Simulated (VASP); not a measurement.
# Al (Fmmm) in VASP: notebook, part 2 of 2

VASP 6.6.1.

## Step 3: Relaxation of cell and atoms, PBE

File INCAR:

```
SYSTEM = Al
PREC = Accurate
ENCUT = 600
EDIFF = 1E-7
ISMEAR = 0
SIGMA = 0.1
LREAL = .False.
LASPH = .True.
NELM = 80
ALGO = Fast
ISIF = 3
LWAVE = .False.
LCHARG = .False.
GGA = PE
IBRION = 2
NSW = 90
EDIFFG = -0.04
```

File KPOINTS:

```
regular mesh
0
Gamma
  6 6 6
  0 0 0
```

File POSCAR:

```
Al
1.0
    0.0000000000      2.6916714458      4.2368199344
    1.5540068338      0.0000000000      4.2368199344
    1.5540068338      2.6916714458      0.0000000000
Al
2
Direct
    0.1666700000      0.8333300000      0.1666700000
    0.8333300000      0.1666700000      0.8333300000
```

Potentials or basis: VASP PAW PBE potentials, release 64 (Al).

Command:

```
$ cat potpaw_PBE.64/Al/POTCAR > POTCAR
$ mpirun -np 1 vasp_std > vasp.out
```

OUTCAR:

```text
SYSTEM = Al
   PREC = Accurate
   ENCUT = 600
   EDIFF = 1E-7
   ISMEAR = 0
   LREAL = .False.
   LASPH = .True.
   NELM = 80
   ISIF = 3
   GGA = PE
   IBRION = 2
   NSW = 90
   EDIFFG = -0.04

 ion  position               nearest neighbor table
   1  0.167  0.833  0.167-   2 1.79   2 1.79   2 1.79
   2  0.833  0.167  0.833-   1 1.79   1 1.79   1 1.79

  LATTYP: Found a face centered orthorhombic cell.
 ALAT       =     3.1080136676
 B/A-ratio  =     1.7320846905
 C/A-ratio  =     2.7263843648

  Lattice vectors:

 A1 = (   0.0000000000,   2.6916714458,   4.2368199344)
 A2 = (   1.5540068338,   0.0000000000,   4.2368199344)
 A3 = (   1.5540068338,   2.6916714458,   0.0000000000)

Analysis of symmetry for initial positions (statically):
=====================================================================
 Subroutine PRICEL returns:
 Original cell was already a primitive cell.

 Routine SETGRP: Setting up the symmetry group for a
 face centered orthorhombic supercell.

 Subroutine GETGRP returns: Found  8 space group operations
 (whereof  8 operations were pure point group operations)
 out of a pool of  8 trial point group operations.

The static configuration has the point symmetry D_2h.

Analysis of symmetry for dynamics (positions and initial velocities):
[... 161 lines left out ...]
  energy without entropy =        6.69429376  energy(sigma->0) =        6.68792336

------------------------ aborting loop because EDIFF is reached ----------------------------------------

  FORCE on cell =-STRESS in cart. coord.  units (eV):
  Direction    XX          YY          ZZ          XY          YZ          ZX
  --------------------------------------------------------------------------------------
  -------------------------------------------------------------------------------------
  Total       41.5164241     41.5692305     -0.6332896      0.0000000      0.0000000      0.0000000
  in kB     1876.6597873   1879.0467860    -28.6264796      0.0000000      0.0000000      0.0000000
  external PRESSURE =    1242.3600312 kB  Pullay stress =       0.0000000 kB
[... 1079 lines left out ...]
 k-point    24 :       0.5000    0.3333    0.1667
  band No.  band energies     occupation
      1       2.0556      2.00000
      2       5.0573      2.00000
      3       6.2166      2.00000
      4       8.3441      2.00000
      5      10.3239      0.00000
      6      11.4323      0.00000
      7      14.8442      0.00000

 [... further k-points ...]

[... ionic steps 4 to 25 ...]

--------------------------------------- Ionic step       26  -------------------------------------------

 number of electron       6.0000000 magnetization

------------------------ aborting loop because EDIFF is reached ----------------------------------------
[... 67 lines left out ...]
--------------------------------------- Ionic step       28  -------------------------------------------

 number of electron       6.0000000 magnetization

 Free energy of the ion-electron system (eV)
  ---------------------------------------------------
  ext. energy  EPLUGINS =         0.00000000
  ---------------------------------------------------
  free energy    TOTEN  =        -7.24984835 eV

  energy without entropy =       -7.24746634  energy(sigma->0) =       -7.24865735

 E-fermi :   6.6463     XC(G=0):  -9.6368

 val. band max:        6.6278102008   @ k =  -0.3333   0.3333   0.3333
 cond. band min:       6.6672859685   @ k =   0.5000   0.5000   0.0000
 fundamental gap:      0.0394757677
 Fermi energy:         6.6462615962
[... 269 lines left out ...]
  FREE ENERGIE OF THE ION-ELECTRON SYSTEM (eV)
  ---------------------------------------------------
  free  energy   TOTEN  =        -7.2498483531 eV

  energy  without entropy=       -7.2474663415  energy(sigma->0) =       -7.24865735

 reached required accuracy - stopping structural energy minimisation
```

OSZICAR:

```text
N       E                     dE             d eps       ncg     rms          rms(c)
DAV:   1     0.174046174491E+02    0.17405E+02   -0.23841E+03   644   0.735E+02
DAV:   2     0.580875946363E+01   -0.11596E+02   -0.10914E+02   889   0.653E+01
DAV:   3     0.563743350769E+01   -0.17133E+00   -0.17128E+00   980   0.109E+01
[... 328 lines left out ...]
RMM:   2    -0.724995948366E+01    0.52174E-03   -0.65440E-04   644   0.177E-01    0.542E-02
RMM:   3    -0.724985058556E+01    0.10890E-03   -0.21877E-04   644   0.805E-02    0.151E-02
RMM:   4    -0.724984794591E+01    0.26396E-05   -0.20541E-05   644   0.376E-02    0.265E-03
RMM:   5    -0.724984832296E+01   -0.37705E-06   -0.32103E-06   643   0.158E-02    0.217E-03
RMM:   6    -0.724984835310E+01   -0.30141E-07   -0.49875E-07   589   0.641E-03
  28 F= -.72498484E+01 E0= -.72486573E+01  d E =-.151796E-02
```

CONTCAR:

```text
Al
   1.00000000000000
     0.0000000000000001    4.4731611815599797    2.0634864111110143
     2.0375397546634435   -0.0000000000000000    2.0634864111110143
     2.0375397546634435    4.4731611815599797    0.0000000000000000
  Al
     2
Direct
     0.1463593517179396    0.8536406482820602    0.1463593517179396
     0.8536406482820602    0.1463593517179396    0.8536406482820602

  0.00000000E+00  0.00000000E+00  0.00000000E+00
  0.00000000E+00  0.00000000E+00  0.00000000E+00
```

Run time: 4.2 min. Hardware: 1 thread of AMD EPYC 9R45 (Zen 5), shared host; peak memory 0.18 GiB.

What came out:

| Property | Result |
| --- | --- |
| Free energy | -7.2498 eV |
| Relaxed volume | 18.81 Å³/atom |
| Relaxed cell | a = 4.926 Å, b = 2.900 Å, c = 4.915 Å, α = 73.07°, β = 34.27°, γ = 72.66° |
| Space group after relaxing (to 0.1 Å) | I4/mmm (No. 139) |
| Pressure after relaxing | 0.0 GPa |
| Largest force after relaxing | 0.037 eV/Å |
| Band gap on the k mesh | zero (bands 3 and 4 overlap by 6.06 eV) |

Forces in eV/Å, atoms in the order of the input:
```
Al   0.000  0.037  0.000
Al   0.000 -0.037  0.000
```

Final structure:
```xyz
2
Lattice="0.0000 4.4732 2.0635 2.0375 0.0000 2.0635 2.0375 4.4732 0.0000" Properties=species:S:1:pos:R:3 pbc="T T T"
Al    2.0375    1.3094    2.0635
Al    2.0375    7.6369    2.0635
```

Levels at points of the mesh, in eV from the Fermi level:
```csv
k point,band 1,band 2,band 3,band 4,band 5,band 6
"(0.00, 0.00, 0.00)",-10.48,-3.27,-2.72,6.41,6.43,6.51
"(0.50, 0.00, 0.00)",-6.02,-5.59,-2.44,-0.99,4.74,5.35
"(0.50, 0.50, 0.00)",-2.58,-1.70,-1.55,0.02,0.64,0.95
"(0.50, 0.00, 0.50)",-9.40,-7.57,5.08,5.37,5.55,5.64
"(0.00, 0.50, 0.50)",-2.41,-1.72,-1.51,-0.24,0.46,0.87
```

Caveat: the k points lie up to 0.38 Å⁻¹ apart in the final cell, too coarse for converged energies and pressures of a metal; a cell axis changed by over 15 % at a fixed basis, so the end point is rough.

The gap in the log of VASP goes by the Fermi energy; the results here count the filled bands.